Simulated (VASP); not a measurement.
# CO2 (Pa-3) in VASP: a series of runs, part 2 of 2

VASP 6.6.1. The steps go on from the part before.

### 3 Single point, PBE

File INCAR:

```
  ALGO = Normal
  EDIFF = 1E-6
  ENCUT = 910
  GGA = PE
  GGA_COMPAT = False
  ISIF = 2
  ISMEAR = -1
  LASPH = True
  LCHARG = False
  LREAL = False
  LWAVE = False
  NBANDS = 44
  NELM = 120
  PREC = Accurate
  SIGMA = 0.02
```

File KPOINTS:

```
k-points
0
Gamma
  5 5 5
```

File POSCAR:

```
CO2
1.0
    5.4942000000      0.0000000000      0.0000000000
    0.0000000000      5.4942000000      0.0000000000
    0.0000000000      0.0000000000      5.4942000000
C O
4 8
Direct
    0.0000000000      0.0000000000      0.0000000000
    0.5000000000      0.0000000000      0.5000000000
    0.5000000000      0.5000000000      0.0000000000
    0.0000000000      0.5000000000      0.5000000000
    0.1227033770      0.1227033770      0.1227033770
    0.3772966230      0.8772966230      0.6227033770
    0.6227033770      0.3772966230      0.8772966230
    0.8772966230      0.6227033770      0.3772966230
    0.8772966230      0.8772966230      0.8772966230
    0.6227033770      0.1227033770      0.3772966230
    0.3772966230      0.6227033770      0.1227033770
    0.1227033770      0.3772966230      0.6227033770
```

Potentials or basis: VASP PAW PBE potentials, release 64 (C_h, O_h).

Started as:

```console
$ cat potpaw_PBE.64/C_h/POTCAR potpaw_PBE.64/O_h/POTCAR > POTCAR
$ mpirun -np 1 vasp_std > vasp.out
```

OUTCAR:

```text
EDIFF = 1E-6
   ENCUT = 910
   GGA = PE
   ISIF = 2
   ISMEAR = -1
   LASPH = True
   LREAL = False
   NELM = 120
   PREC = Accurate

 ion  position               nearest neighbor table
   1  0.000  0.000  0.000-   5 1.17   9 1.17
   2  0.500  0.000  0.500-   6 1.17  10 1.17
   3  0.500  0.500  0.000-   7 1.17  11 1.17
   4  0.000  0.500  0.500-   8 1.17  12 1.17
   5  0.123  0.123  0.123-   1 1.17
   6  0.377  0.877  0.623-   2 1.17
   7  0.623  0.377  0.877-   3 1.17
   8  0.877  0.623  0.377-   4 1.17
   9  0.877  0.877  0.877-   1 1.17
  10  0.623  0.123  0.377-   2 1.17
  11  0.377  0.623  0.123-   3 1.17
  12  0.123  0.377  0.623-   4 1.17

  LATTYP: Found a simple cubic cell.
 ALAT       =     5.4942000000

  Lattice vectors:

 A1 = (   5.4942000000,   0.0000000000,   0.0000000000)
 A2 = (   0.0000000000,   5.4942000000,   0.0000000000)
 A3 = (   0.0000000000,   0.0000000000,   5.4942000000)

Analysis of symmetry for initial positions (statically):
=====================================================================
 Subroutine PRICEL returns:
 Original cell was already a primitive cell.

 Routine SETGRP: Setting up the symmetry group for a
 simple cubic supercell.

 Subroutine GETGRP returns: Found 24 space group operations
 (whereof  6 operations were pure point group operations)
 out of a pool of 48 trial point group operations.

The static configuration has the point symmetry S_6 .
 The point group associated with its full space group is T_h .

Analysis of symmetry for dynamics (positions and initial velocities):
=====================================================================
 Subroutine PRICEL returns:
 Original cell was already a primitive cell.

 Routine SETGRP: Setting up the symmetry group for a
 simple cubic supercell.

 Subroutine GETGRP returns: Found 24 space group operations
 (whereof  6 operations were pure point group operations)
 out of a pool of 48 trial point group operations.

The dynamic configuration has the point symmetry S_6 .
 The point group associated with its full space group is T_h .

 Subroutine INISYM returns: Found 24 space group operations
 (whereof  6 operations are pure point group operations),
 and found     1 'primitive' translations

----------------------------------------------------------------------------------------

                                     Primitive cell

  volume of cell :     165.8492

  direct lattice vectors                    reciprocal lattice vectors
     5.494200000  0.000000000  0.000000000     0.182010120  0.000000000  0.000000000
     0.000000000  5.494200000  0.000000000     0.000000000  0.182010120  0.000000000
     0.000000000  0.000000000  5.494200000     0.000000000  0.000000000  0.182010120

  length of vectors
     5.494200000  5.494200000  5.494200000     0.182010120  0.182010120  0.182010120

  position of ions in fractional coordinates (direct lattice)
     0.000000000  0.000000000  0.000000000
     0.500000000  0.000000000  0.500000000
[... 62 lines left out ...]
  0.400000  0.200000  0.200000     24.000000
  0.400000  0.400000  0.200000     24.000000
  0.400000  0.400000  0.400000      8.000000
   k-points           NKPTS =     11   k-points in BZ     NKDIM =     11   number of bands    NBANDS=     44
   number of dos      NEDOS =    301   number of ions     NIONS =     12
   total plane-waves  NPLWV = 157464
   dimension x,y,z NGX =    54 NGY =   54 NGZ =   54
   dimension x,y,z NGXF=   108 NGYF=  108 NGZF=  108
   ions per type =               4   8
   NGX,Y,Z   is equivalent  to a cutoff of  16.34, 16.34, 16.34 a.u.
   NGXF,Y,Z  is equivalent  to a cutoff of  32.68, 32.68, 32.68 a.u.
 SYSTEM =  unknown system
   PREC   = accura    normal or accurate (medium, high low for compatibility)
   ISTART =      0    job   : 0-new  1-cont  2-samecut
   ICHARG =      2    charge: 1-file 2-atom 10-const
   ISPIN  =      1    spin polarized calculation?
   LNONCOLLINEAR =      F non collinear calculations
   LSORBIT =      F    spin-orbit coupling
   LASPH  =      T    aspherical Exc in radial PAW
   ENCUT  =  910.0 eV  66.88 Ry    8.18 a.u.  13.51 13.51 13.51*2*pi/ulx,y,z
   NELM   =    120;   NELMIN=  2; NELMDL= -5     # of ELM steps
   EDIFF  = 0.1E-05   stopping-criterion for ELM
   LREAL  =      F    real-space projection
   EDIFFG = 0.1E-04   stopping-criterion for IOM
   NSW    =      0    number of steps for IOM
   IBRION =     -1    ionic relax: 0-MD 1-quasi-New 2-CG
   NFREE  =      0    steps in history (QN), initial steepest desc. (CG)
   ISIF   =      2    stress and relaxation
   ISYM   =      2    0-nonsym 1-usesym 2-fastsym
   POTIM  = 0.5000    time-step for ionic-motion
   TEBEG  =    0.0;   TEEND  =   0.0 temperature during run
   PSTRESS=    0.0 pullay stress
   NELECT =      64.0000    total number of electrons
   NUPDOWN=      -1.0000    fix difference up-down
   EMIN   =  10.00;   EMAX   =-10.00  energy-range for DOS
   EFERMI =   0.00;   METHOD = LEGACY
   ISMEAR =    -1;   SIGMA  =   0.02  broadening in eV -4-tet -1-fermi 0-gaus
   EFERMI_NEDOS =   21; number of points for ismear=-14 and -15
   IALGO  =     38    algorithm
   IMIX   =      4    mixing-type and parameters
     AMIX     =   0.40;   BMIX     =  1.00
     AMIX_MAG =   1.60;   BMIX_MAG =  1.00
  volume/ion in A,a.u.               =      13.82        93.27
  Fermi-wavevector in a.u.,A,eV,Ry     =   1.191874  2.252315 19.327943  1.420564
  Thomas-Fermi vector in A             =   2.327925
   LORBIT       =      0    0 simple, 1 ext, 2 COOP (PROOUT), +10 PAW based schemes
   GGA     = PE    functional components
   LHFCALC =     F    Hartree Fock is set to
   AEXX    =    0.0000 exact exchange contribution
   IVDW    =     0    specifies the selected vdW correction
   LEPSILON=     F    determine dielectric tensor
   LRPA    =     F    only Hartree local field effects (RPA)
 non-spin polarized calculation
  energy-cutoff  :      910.00
  volume of cell :      165.85
 maximum number of plane-waves:     10395
 NGX is ok and might be reduce to    54
   NGX = 27   NGY = 27   NGZ = 27

 number of electron      63.9999991 magnetization

 Free energy of the ion-electron system (eV)
  ---------------------------------------------------
  ext. energy  EPLUGINS =         0.00000000
  ---------------------------------------------------
  free energy    TOTEN  =       -93.05944144 eV

  energy without entropy =      -93.05944144  energy(sigma->0) =      -93.05944144

 E-fermi :  -2.2283     XC(G=0):  -8.1847

 val. band max:       -2.7041011706   @ k =   0.0000   0.0000   0.0000
 cond. band min:       4.1626082821   @ k =   0.0000   0.0000   0.0000
 fundamental gap:      6.8667094528
 Fermi energy:        -2.2283265376

 k-point     1 :       0.0000    0.0000    0.0000
  band No.  band energies     occupation
      1     -23.3103      2.00000
      2     -23.0430      2.00000
      3     -23.0430      2.00000
      4     -23.0430      2.00000
      5     -22.1359      2.00000
      6     -22.1359      2.00000
[... 506 lines left out ...]
     43       7.3155      0.00000
     44       7.3155      0.00000

------------------------ aborting loop because EDIFF is reached ----------------------------------------

  FORCE on cell =-STRESS in cart. coord.  units (eV):
  Direction    XX          YY          ZZ          XY          YZ          ZX
  --------------------------------------------------------------------------------------
  -------------------------------------------------------------------------------------
  Total        1.8976923      1.8976923      1.8976923     -0.0000000     -0.0000000     -0.0000000
  in kB       18.3325542     18.3325542     18.3325542     -0.0000000     -0.0000000     -0.0000000
  external PRESSURE =      18.3325542 kB  Pullay stress =       0.0000000 kB

 VOLUME and BASIS-vectors are now :
 -----------------------------------------------------------------------------
  energy-cutoff  :      910.00
  volume of cell :      165.85
      direct lattice vectors                 reciprocal lattice vectors
     5.494200000  0.000000000  0.000000000     0.182010120  0.000000000  0.000000000
     0.000000000  5.494200000  0.000000000     0.000000000  0.182010120  0.000000000
     0.000000000  0.000000000  5.494200000     0.000000000  0.000000000  0.182010120

 POSITION                                       TOTAL-FORCE (eV/Angst)
 -----------------------------------------------------------------------------------
      0.00000      0.00000      0.00000         0.000000      0.000000      0.000000
      2.74710      0.00000      2.74710         0.000000      0.000000      0.000000
      2.74710      2.74710      0.00000         0.000000      0.000000      0.000000
      0.00000      2.74710      2.74710         0.000000      0.000000      0.000000
      0.67416      0.67416      0.67416         0.011937      0.011937      0.011937
      2.07294      4.82004      3.42126        -0.011937     -0.011937      0.011937
      3.42126      2.07294      4.82004         0.011937     -0.011937     -0.011937
      4.82004      3.42126      2.07294        -0.011937      0.011937     -0.011937
      4.82004      4.82004      4.82004        -0.011937     -0.011937     -0.011937
      3.42126      0.67416      2.07294         0.011937      0.011937     -0.011937
      2.07294      3.42126      0.67416        -0.011937      0.011937      0.011937
      0.67416      2.07294      3.42126         0.011937     -0.011937      0.011937
 -----------------------------------------------------------------------------------
    total drift:                                0.000000     -0.000000     -0.000000

  FREE ENERGIE OF THE ION-ELECTRON SYSTEM (eV)
  ---------------------------------------------------
  free  energy   TOTEN  =       -93.0594414412 eV

  energy  without entropy=      -93.0594414412  energy(sigma->0) =      -93.05944144
```

Wall time 2.5 min (1 thread of AMD EPYC 7R43 (Zen 3), shared host); peak memory 0.41 GiB.

What came out:

```yaml
Free_energy: -93.0594 eV
Pressure: 1.8 GPa
Largest_force: 0.021 eV/Å
Band_gap_on_the_k_mesh: 6.87 eV
```

Forces in eV/Å, atoms in the order of the input:
```
C    0.000  0.000  0.000
C    0.000  0.000  0.000
C    0.000  0.000  0.000
C    0.000  0.000  0.000
O    0.012  0.012  0.012
O   -0.012 -0.012  0.012
O    0.012 -0.012 -0.012
O   -0.012  0.012 -0.012
O   -0.012 -0.012 -0.012
O    0.012  0.012 -0.012
O   -0.012  0.012  0.012
O    0.012 -0.012  0.012
```

Levels at points of the mesh, in eV from the valence-band top:
```csv
k point,band 28,band 29,band 30,band 31,band 32,band 33,band 34,band 35,band 36,band 37
"(0.00, 0.00, 0.00)",-0.23,-0.23,-0.23,0.00,0.00,6.87,7.97,7.97,7.97,8.28
```

Caveat: the cutoff is under 1.25 times the usual one of these potentials, so pressure, stress and relaxed cells hold a basis-set (Pulay) error; this functional lacks dispersion, which holds the molecules together, so the pressure and a relaxed volume are unreliable; an odd mesh through Γ misses points on the zone boundary, where band edges can lie.
